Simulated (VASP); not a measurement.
Input of a VASP 6.6.1 run:

File INCAR:

```
SYSTEM = HgTe
  PREC = Accurate
  ENCUT = 520
  EDIFF = 1E-6
  ISMEAR = 0
  SIGMA = 0.15
  LREAL = .False.
  LASPH = .True.
  NELM = 60
  ALGO = Normal
  ISIF = 2
  LWAVE = .False.
  LCHARG = .False.
  GGA = PS
  NBANDS = 16
```

The input KPOINTS:

```
regular mesh
0
Gamma
  18 18 18
  0 0 0
```

File POSCAR:

```
HgTe
1.0
   -3.2892512400      3.2892512400      1.5594100000
    3.2892512400     -3.2892512400      1.5594100000
    3.2892512400      3.2892512400     -1.5594100000
Hg Te
1 1
Direct
    0.2500000000      0.7500000000      0.5000000000
    0.0000000000      0.0000000000      0.0000000000
```

Potentials or basis: VASP PAW PBE potentials, release 64 (Hg, Te).

Run with:

```console
$ cat potpaw_PBE.64/Hg/POTCAR potpaw_PBE.64/Te/POTCAR > POTCAR
$ mpirun -np 1 vasp_std > vasp.out
```

**Question.** Estimate the band gap on the k mesh.

**Answer.** Zero (bands 9 and 10 overlap by 2.50 eV).

**Question.** Predict the pressure.

**Answer.** -6.0 GPa.

Stress tensor (GPa, compression positive):
```
-6.56  0.00  0.00
 0.00 -6.56  0.00
 0.00  0.00 -4.88
```

Caveat: the cell differs from its parent crystal (strain +0.080 along x and y, +0.000 along z); the cell stands under tension; the PAW data sets were made with another functional, which shifts forces and pressure a little; spin-orbit coupling is left out, which moves the levels of the heavy elements.
